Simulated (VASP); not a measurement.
Write the native input for VASP 6.6.1 that does the following.

| Quantity | Value |
| --- | --- |
| Task | single point |
| Functional | PBE |
| Potentials or basis | VASP PAW PBE potentials, release 64 (Os) |
| Cutoff | 520 eV |
| k mesh | 15 × 15 × 15 |
| Occupations | fermi-dirac, width 0.1 eV |
| Spin | no spin polarisation |
| Dipole correction | no |
| Further INCAR settings | ALGO = Normal; EDIFF = 1e-07; NBANDS = 10 |

The structure of Os lies in POSCAR:

```
Os
1.0
    0.0000000000      1.9198645754      1.9198645754
    1.9198645754      0.0000000000      1.9198645754
    1.9198645754      1.9198645754      0.0000000000
Os
1
Direct
    0.0000000000      0.0000000000      0.0000000000
```

These files were run (other wordings do the same):

INCAR

```
PREC = Accurate
ENCUT = 520
EDIFF = 1E-7
ISMEAR = -1
SIGMA = 0.1
LREAL = F
LASPH = T
NELM = 80
ALGO = Normal
ISIF = 2
LWAVE = F
LCHARG = F
GGA = PE
NBANDS = 10
```

KPOINTS

```
Automatic mesh
0
Gamma
  15 15 15
```

Potentials or basis: VASP PAW PBE potentials, release 64 (Os).

Launch:

```console
$ cat potpaw_PBE.64/Os/POTCAR > POTCAR
$ mpirun -np 1 vasp_std > vasp.out
```

Results of the run:

```yaml
Pressure: 5.0 GPa
Band_gap_on_the_k_mesh: zero (band 4 reaches 11.53 eV, above the bottom of band 5 at 7.66 eV)
```

Caveat: spin-orbit coupling is left out, which moves the levels of the heavy elements.

Run time: 8.9 s on 1 thread of Intel(R) Xeon(R) Platinum 8488C (Sapphire Rapids), with other jobs on the host, peak memory 0.13 GiB.
